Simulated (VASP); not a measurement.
# Al: single point with PBEsol

Crystal: Al.

```
CELL_PARAMETERS angstrom
2.83763 0.00000 0.00000
-1.41882 2.45746 0.00000
0.00000 0.00000 21.02820
ATOMIC_POSITIONS crystal
Al 0.00000 0.00000 0.00000
Al 0.33333 0.66667 0.11083
Al 0.00000 0.00000 0.22250
Al 0.33333 0.66667 0.33333
Al 0.66667 0.33333 0.44417
Al 0.33333 0.66667 0.55583
Al 0.66667 0.33333 0.66667
Al 0.00000 0.00000 0.77750
Al 0.66667 0.33333 0.88917
```

```yaml
Program: VASP 6.6.1
Task: single point
Functional: PBEsol
Potentials_or_basis: VASP PAW PBE potentials, release 64 (Al)
Cutoff: 520 eV
k_mesh: 18 × 18 × 3
Occupations: gaussian, width 0.1 eV
Spin: no spin polarisation
Dipole_correction: no
Further_INCAR_settings: ALGO = Fast; EDIFF = 1e-06; NBANDS = 24
```

```
Pressure               : 0.0 GPa
Band gap on the k mesh : zero (an odd number of electrons rules out a gap without spin polarisation)
```

Forces in eV/Å, atoms in the order of the input:
```
Al   0.000  0.000  0.000
Al   0.000  0.000 -0.003
Al   0.000  0.000  0.003
Al   0.000  0.000  0.000
Al   0.000  0.000 -0.003
Al   0.000  0.000  0.003
Al   0.000  0.000  0.000
Al   0.000  0.000 -0.003
Al   0.000  0.000  0.003
```

Levels at points of the mesh, in eV from the Fermi level:
```
           k point  band 11  band 12  band 13  band 14  band 15  band 16
(0.00, 0.00, 0.00)    -3.04     0.40     0.42     4.38     4.38     8.74
(0.50, 0.00, 0.00)    -2.29    -2.29    -2.19    -2.19    -0.41    -0.08
```

It took 2.7 min on 1 thread of Intel(R) Xeon(R) 6975P-C (Granite Rapids) (shared host), peak memory 0.43 GiB.

Caveat: the PAW data sets were made with another functional, which shifts forces and pressure a little.
